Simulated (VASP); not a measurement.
Input of a VASP 6.6.1 run:

File INCAR:

```
  PREC = Accurate
  ENCUT = 600
  EDIFF = 1E-6
  ISMEAR = 0
  SIGMA = 0.05
  LREAL = False
  LASPH = True
  NELM = 120
  ALGO = Normal
  ISIF = 2
  LWAVE = False
  LCHARG = True
  GGA = PE
  LELF = True
  LVHAR = True
  NBANDS = 16
  GGA_COMPAT = False
```

KPOINTS

```
Automatic mesh
0
Gamma
  10 10 6
```

Contents of POSCAR:

```
BN
1.0
    0.0000000000     -1.8130010000     -1.8130010000
    0.0000000000      1.8130010000     -1.8130010000
    3.6260020000      0.0000000000      0.0000000000
B N
2 2
Direct
    0.4724214162      0.5275785838      0.5000000000
    0.0275785838     -0.0275785838      0.0000000000
   -0.0245027214      0.4754972786      0.2500000000
    0.5245027214      0.0245027214      0.7500000000
```

Potentials or basis: VASP PAW PBE potentials, release 64 (B, N).

Launch:

```bash
$ cat potpaw_PBE.64/B/POTCAR potpaw_PBE.64/N/POTCAR > POTCAR
$ mpirun -np 1 vasp_std > vasp.out
```

(1) Predict the pressure.

(2) What does it give for the band gap on the k mesh?

(3) Predict the largest force.

Results:

(1) -0.8 GPa.

(2) 4.11 eV (least direct gap 4.24 eV).

(3) 2.208 eV/Å.

Caveat: the cell differs from its parent crystal (atoms displaced along a vibrational mode); forces of over 1 eV/Å act on the atoms, so gaps and moduli don't describe the material at rest.
